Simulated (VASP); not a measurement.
Here is a VASP 6.6.1 calculation.

File INCAR:

```
SYSTEM = HfN
PREC = Accurate
ENCUT = 520
EDIFF = 1E-7
ISMEAR = 0
SIGMA = 0.1
LREAL = .FALSE.
LASPH = .TRUE.
NELM = 100
ALGO = Normal
ISIF = 2
LWAVE = .FALSE.
LCHARG = .TRUE.
GGA = PE
LELF = .TRUE.
LVHAR = .TRUE.
NBANDS = 14
```

The input KPOINTS:

```
Automatic mesh
0
G
  11 11 11
  0 0 0
```

The input POSCAR:

```
HfN
1.0
    0.0000000000      2.2408586042      2.2408586042
    2.2408586042      0.0000000000      2.2408586042
    2.2408586042      2.2408586042      0.0000000000
Hf N
1 1
Direct
    0.0000000000      0.0000000000      0.0000000000
    0.5000000000      0.5000000000      0.5000000000
```

Potentials or basis: VASP PAW PBE potentials, release 64 (Hf_pv, N).

Command:

```sh
$ cat potpaw_PBE.64/Hf_pv/POTCAR potpaw_PBE.64/N/POTCAR > POTCAR
$ mpirun -np 1 vasp_std > vasp.out
```

Question: What does it give for the pressure?

Answer: 10.3 GPa.
